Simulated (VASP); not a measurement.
# Si3IrRu (I4mm) in VASP: single point with PBE

Aim: the single point of Si3IrRu with PBE.

Program: VASP 6.6.1. These are calculated values, not measurements. Logs are shortened: lines on timing, memory, paths and dates and some standing lists are left out, and cuts for length are marked.

## Step 1: The cell of the first run

Symmetry: I4mm, No. 107, tetragonal system. Conventional cell: a = 3.211 Å, b = 3.211 Å, c = 13.152 Å, α = 90.00°, β = 90.00°, γ = 90.00°. Within 3.3 Å of Si (site symmetry 4mm) lie 1 Ru at 2.48 Å and 4 Ir at 2.51 Å and 9 Si at 2.59 to 3.21 Å. Si (site symmetry 4mm) has 6 Si at 2.57 to 3.21 Å and 4 Ru at 2.73 Å and 4 Ir at 2.73 Å within 3.4 Å. Si (site symmetry 4mm) has 1 Ir at 2.48 Å and 4 Ru at 2.51 Å and 9 Si at 2.57 to 3.21 Å within 3.3 Å. Ru (site symmetry 4mm) has 9 Si at 2.48 to 2.73 Å and 1 Ir at 3.03 Å and 4 Ru at 3.21 Å within 3.3 Å. Ir (site symmetry 4mm) has 9 Si at 2.48 to 2.73 Å and 1 Ru at 3.03 Å and 4 Ir at 3.21 Å within 3.3 Å.

## Step 2: Single point, PBE

INCAR reads:

```
ALGO = Normal
EDIFF = 1E-6
ENCUT = 520
GGA = PE
ISIF = 2
ISMEAR = 0
LASPH = T
LCHARG = T
LELF = T
LREAL = F
LVHAR = T
LWAVE = F
NBANDS = 26
NELM = 80
PREC = Accurate
SIGMA = 0.2
```

KPOINTS reads:

```
k-points
0
Gamma
  7 7 7
```

POSCAR reads:

```
Si3IrRu
1.0
   -1.6057053458      1.6057053458      6.5758219449
    1.6057053458     -1.6057053458      6.5758219449
    1.6057053458      1.6057053458     -6.5758219449
Si Ru Ir
3 1 1
Direct
    0.8038028656      0.8038028656      0.0000000000
    0.0004409201      0.0004409201      0.0000000000
    0.1959310269      0.1959310269      0.0000000000
    0.6152498908      0.6152498908      0.0000000000
    0.3845752966      0.3845752966      0.0000000000
```

Potentials or basis: VASP PAW PBE potentials, release 64 (Si, Ru_pv, Ir).

Run with:

```
cat potpaw_PBE.64/Si/POTCAR potpaw_PBE.64/Ru_pv/POTCAR potpaw_PBE.64/Ir/POTCAR > POTCAR
mpirun -np 1 vasp_std > vasp.out
```

OUTCAR:

```text
EDIFF = 1E-6
   ENCUT = 520
   GGA = PE
   ISIF = 2
   ISMEAR = 0
   LASPH = T
   LREAL = F
   NELM = 80
   PREC = Accurate

 ion  position               nearest neighbor table
   1  0.804  0.804  0.000-   4 2.48   5 2.51   5 2.51   5 2.51   5 2.51   2 2.59   3 2.68   3 2.68
                             3 2.68   3 2.68
   2  0.000  0.000  0.000-   3 2.57   1 2.59   4 2.73   4 2.73   4 2.73   4 2.73   5 2.73   5 2.73
                             5 2.73   5 2.73
   3  0.196  0.196  0.000-   5 2.48   4 2.51   4 2.51   4 2.51   4 2.51   2 2.57   1 2.68   1 2.68
                             1 2.68   1 2.68
   4  0.615  0.615  0.000-   1 2.48   3 2.51   3 2.51   3 2.51   3 2.51   2 2.73   2 2.73   2 2.73
                             2 2.73   5 3.03
   5  0.385  0.385  0.000-   3 2.48   1 2.51   1 2.51   1 2.51   1 2.51   2 2.73   2 2.73   2 2.73
                             2 2.73   4 3.03

  LATTYP: Found a body centered tetragonal cell.
 ALAT       =     3.2114106916
 C/A-ratio  =     4.0952855778

  Lattice vectors:

 A1 = (  -1.6057053458,   1.6057053458,   6.5758219449)
 A2 = (   1.6057053458,  -1.6057053458,   6.5758219449)
 A3 = (   1.6057053458,   1.6057053458,  -6.5758219449)

Analysis of symmetry for initial positions (statically):
=====================================================================
 Subroutine PRICEL returns:
 Original cell was already a primitive cell.

 Routine SETGRP: Setting up the symmetry group for a
 body centered tetragonal supercell.

 Subroutine GETGRP returns: Found  8 space group operations
 (whereof  8 operations were pure point group operations)
 out of a pool of 16 trial point group operations.

The static configuration has the point symmetry C_4v.

Analysis of symmetry for dynamics (positions and initial velocities):
=====================================================================
 Subroutine PRICEL returns:
 Original cell was already a primitive cell.

 Routine SETGRP: Setting up the symmetry group for a
 body centered tetragonal supercell.

 Subroutine GETGRP returns: Found  8 space group operations
 (whereof  8 operations were pure point group operations)
 out of a pool of 16 trial point group operations.

The dynamic configuration has the point symmetry C_4v.

 Subroutine INISYM returns: Found  8 space group operations
 (whereof  8 operations are pure point group operations),
 and found     1 'primitive' translations

----------------------------------------------------------------------------------------

                                     Primitive cell

  volume of cell :      67.8175

  direct lattice vectors                    reciprocal lattice vectors
    -1.605705346  1.605705346  6.575821945     0.000000000  0.311389634  0.076036122
     1.605705346 -1.605705346  6.575821945     0.311389634  0.000000000  0.076036122
     1.605705346  1.605705346 -6.575821945     0.311389634  0.311389634  0.000000000

  length of vectors
     6.956868086  6.956868086  6.956868086     0.320538603  0.320538603  0.440371444

  position of ions in fractional coordinates (direct lattice)
     0.803802866  0.803802866  0.000000000
     0.000440920  0.000440920  0.000000000
     0.195931027  0.195931027  0.000000000
     0.615249891  0.615249891  0.000000000
     0.384575297  0.384575297  0.000000000

  ion indices of the primitive-cell ions
   primitive index   ion index
                 1           1
                 2           2
                 3           3
                 4           4
                 5           5

----------------------------------------------------------------------------------------

 KPOINTS: k-points

Automatic generation of k-mesh.
 Grid dimensions read from file:
 generate k-points for:    7    7    7

 Generating k-lattice:

  Cartesian coordinates                     Fractional coordinates (reciprocal lattice)
     0.000000000  0.044484233  0.010862303     0.142857143  0.000000000  0.000000000
     0.044484233  0.000000000  0.010862303     0.000000000  0.142857143  0.000000000
     0.044484233  0.044484233  0.000000000     0.000000000  0.000000000  0.142857143

  Length of vectors
     0.045791229  0.045791229  0.062910206

  Shift w.r.t. Gamma in fractional coordinates (k-lattice)
     0.000000000  0.000000000  0.000000000

 Subroutine IBZKPT returns following result:
 ===========================================

 Found     40 irreducible k-points:

 Following reciprocal coordinates:
            Coordinates               Weight
  0.000000  0.000000  0.000000      1.000000
  0.142857  0.000000  0.000000      8.000000
  0.285714  0.000000  0.000000      8.000000
  0.428571  0.000000  0.000000      8.000000
  0.142857  0.142857  0.000000      8.000000
  0.285714  0.142857 -0.000000     16.000000
[... 16 lines left out ...]
 -0.142857  0.285714  0.142857      8.000000
 -0.428571  0.428571  0.142857      8.000000
 [... further k-points ...]
   k-points           NKPTS =     40   k-points in BZ     NKDIM =     40   number of bands    NBANDS=     26
   number of dos      NEDOS =    301   number of ions     NIONS =      5
   total plane-waves  NPLWV = 157464
   dimension x,y,z NGX =    54 NGY =   54 NGZ =   54
   dimension x,y,z NGXF=   108 NGYF=  108 NGZF=  108
   ions per type =               3   1   1
   NGX,Y,Z   is equivalent  to a cutoff of  12.90, 12.90, 12.90 a.u.
   NGXF,Y,Z  is equivalent  to a cutoff of  25.81, 25.81, 25.81 a.u.
 SYSTEM =  unknown system
   PREC   = accura    normal or accurate (medium, high low for compatibility)
   ISTART =      0    job   : 0-new  1-cont  2-samecut
   ICHARG =      2    charge: 1-file 2-atom 10-const
   ISPIN  =      1    spin polarized calculation?
   LNONCOLLINEAR =      F non collinear calculations
   LSORBIT =      F    spin-orbit coupling
   LASPH  =      T    aspherical Exc in radial PAW
   ENCUT  =  520.0 eV  38.22 Ry    6.18 a.u.  12.94 12.94 12.94*2*pi/ulx,y,z
   NELM   =     80;   NELMIN=  2; NELMDL= -5     # of ELM steps
   EDIFF  = 0.1E-05   stopping-criterion for ELM
   LREAL  =      F    real-space projection
   EDIFFG = 0.1E-04   stopping-criterion for IOM
   NSW    =      0    number of steps for IOM
   IBRION =     -1    ionic relax: 0-MD 1-quasi-New 2-CG
   NFREE  =      0    steps in history (QN), initial steepest desc. (CG)
   ISIF   =      2    stress and relaxation
   ISYM   =      2    0-nonsym 1-usesym 2-fastsym
   POTIM  = 0.5000    time-step for ionic-motion
   TEBEG  =    0.0;   TEEND  =   0.0 temperature during run
   PSTRESS=    0.0 pullay stress
   NELECT =      35.0000    total number of electrons
   NUPDOWN=      -1.0000    fix difference up-down
   EMIN   =  10.00;   EMAX   =-10.00  energy-range for DOS
   EFERMI =   0.00;   METHOD = LEGACY
   ISMEAR =     0;   SIGMA  =   0.20  broadening in eV -4-tet -1-fermi 0-gaus
   EFERMI_NEDOS =   21; number of points for ismear=-14 and -15
   IALGO  =     38    algorithm
   IMIX   =      4    mixing-type and parameters
     AMIX     =   0.40;   BMIX     =  1.00
     AMIX_MAG =   1.60;   BMIX_MAG =  1.00
  volume/ion in A,a.u.               =      13.56        91.53
  Fermi-wavevector in a.u.,A,eV,Ry     =   1.313158  2.481509 23.461662  1.724384
  Thomas-Fermi vector in A             =   2.443500
   LORBIT       =      0    0 simple, 1 ext, 2 COOP (PROOUT), +10 PAW based schemes
   GGA     = PE    functional components
   LHFCALC =     F    Hartree Fock is set to
   AEXX    =    0.0000 exact exchange contribution
   IVDW    =     0    specifies the selected vdW correction
   LEPSILON=     F    determine dielectric tensor
   LRPA    =     F    only Hartree local field effects (RPA)
 non-spin polarized calculation
 Gauss-broadening in eV      SIGMA  =   0.20
  energy-cutoff  :      520.00
  volume of cell :       67.82
 maximum number of plane-waves:      1848
 NGX is ok and might be reduce to    54
   NGX = 25   NGY = 25   NGZ = 25

 number of electron      35.0000001 magnetization

 Free energy of the ion-electron system (eV)
  ---------------------------------------------------
  ext. energy  EPLUGINS =         0.00000000
  ---------------------------------------------------
  free energy    TOTEN  =       -35.83101595 eV

  energy without entropy =      -35.77873098  energy(sigma->0) =      -35.80487346

 E-fermi :  11.5641     XC(G=0): -12.5064

 val. band max:       11.5552466488   @ k =  -0.1429  -0.1429   0.1429
 cond. band min:      11.5781207383   @ k =  -0.4286   0.4286   0.1429
 fundamental gap:      0.0228740895
 Fermi energy:        11.5641094193

 k-point     1 :       0.0000    0.0000    0.0000
  band No.  band energies     occupation
      1     -31.4684      2.00000
      2     -31.3706      2.00000
      3     -31.3706      2.00000
      4      -2.4058      2.00000
      5       1.1640      2.00000
      6       1.4518      2.00000
[... 18 lines left out ...]
     25      17.4277      0.00000
     26      18.1539      0.00000

 k-point     2 :       0.1429    0.0000    0.0000
  band No.  band energies     occupation
      1     -31.4664      2.00000
      2     -31.3896      2.00000
      3     -31.3689      2.00000
      4      -2.0804      2.00000
      5       1.1195      2.00000
      6       1.9936      2.00000
[... 18 lines left out ...]
     25      17.7522      0.00000
     26      18.3216      0.00000

 k-point     3 :       0.2857    0.0000    0.0000
  band No.  band energies     occupation
      1     -31.4620      2.00000
      2     -31.4322      2.00000
      3     -31.3649      2.00000
      4      -1.1418      2.00000
      5       1.4435      2.00000
      6       2.9014      2.00000
[... 18 lines left out ...]
     25      17.7098      0.00000
     26      17.8219      0.00000

 k-point     4 :       0.4286    0.0000    0.0000
  band No.  band energies     occupation
      1     -31.4662      2.00000
      2     -31.4584      2.00000
      3     -31.3618      2.00000
      4       0.2957      2.00000
      5       1.8293      2.00000
      6       2.3395      2.00000
[... 18 lines left out ...]
     25      17.5459      0.00000
     26      17.6517      0.00000
[... 496 lines left out ...]
      1     -31.4638      2.00000
      2     -31.4566      2.00000
      3     -31.3801      2.00000
      4       0.4074      2.00000
      5       2.2117      2.00000
      6       2.4715      2.00000
[... 18 lines left out ...]
     25      16.8145      0.00000
     26      18.1622      0.00000

 k-point    23 :      -0.1429    0.2857    0.1429
  band No.  band energies     occupation
      1     -31.4662      2.00000
      2     -31.4584      2.00000
      3     -31.3618      2.00000
      4       0.2150      2.00000
      5       2.0390      2.00000
      6       2.3327      2.00000
[... 18 lines left out ...]
     25      17.6105      0.00000
     26      17.7231      0.00000

 k-point    24 :      -0.4286    0.4286    0.1429
  band No.  band energies     occupation
      1     -31.4583      2.00000
      2     -31.4526      2.00000
      3     -31.4211      2.00000
      4       1.2721      2.00000
      5       1.6591      2.00000
      6       3.3283      2.00000
[... 18 lines left out ...]
     25      16.7299      0.00000
     26      17.5717      0.00000

 [... further k-points ...]
[... 5 lines left out ...]
  --------------------------------------------------------------------------------------
  -------------------------------------------------------------------------------------
  Total        0.1530690      0.1530690      0.1752919      0.0000000      0.0000000      0.0000000
  in kB        3.6162292      3.6162292      4.1412434      0.0000000      0.0000000      0.0000000
  external PRESSURE =       3.7912339 kB  Pullay stress =       0.0000000 kB

 VOLUME and BASIS-vectors are now :
 -----------------------------------------------------------------------------
  energy-cutoff  :      520.00
  volume of cell :       67.82
      direct lattice vectors                 reciprocal lattice vectors
    -1.605705346  1.605705346  6.575821945     0.000000000  0.311389634  0.076036122
     1.605705346 -1.605705346  6.575821945     0.311389634  0.000000000  0.076036122
     1.605705346  1.605705346 -6.575821945     0.311389634  0.311389634  0.000000000

 POSITION                                       TOTAL-FORCE (eV/Angst)
 -----------------------------------------------------------------------------------
      0.00000      0.00000     10.57133        -0.000000     -0.000000     -0.030902
      0.00000      0.00000      0.00580         0.000000      0.000000      0.046355
      0.00000      0.00000      2.57682         0.000000      0.000000     -0.012156
      0.00000      0.00000      8.09155         0.000000      0.000000     -0.025596
      0.00000      0.00000      5.05780        -0.000000     -0.000000      0.022299
 -----------------------------------------------------------------------------------
    total drift:                               -0.000000     -0.000000      0.000920

  FREE ENERGIE OF THE ION-ELECTRON SYSTEM (eV)
  ---------------------------------------------------
  free  energy   TOTEN  =       -35.8310159478 eV

  energy  without entropy=      -35.7787309760  energy(sigma->0) =      -35.80487346
```

Run time: 3.9 min. Hardware: 1 thread of Intel Xeon Platinum 8488C (Sapphire Rapids), shared host; peak memory 0.42 GiB.

Results:

- Free energy: -35.8310 eV
- Pressure: 0.4 GPa
- Largest force: 0.046 eV/Å

Forces on the atoms (eV/Å):
```
Si   0.000  0.000 -0.031
Si   0.000  0.000  0.046
Si   0.000  0.000 -0.012
Ru   0.000  0.000 -0.026
Ir   0.000  0.000  0.022
```

Caveat: the k points lie up to 0.40 Å⁻¹ apart; spin-orbit coupling is left out, which moves the levels of the heavy elements.
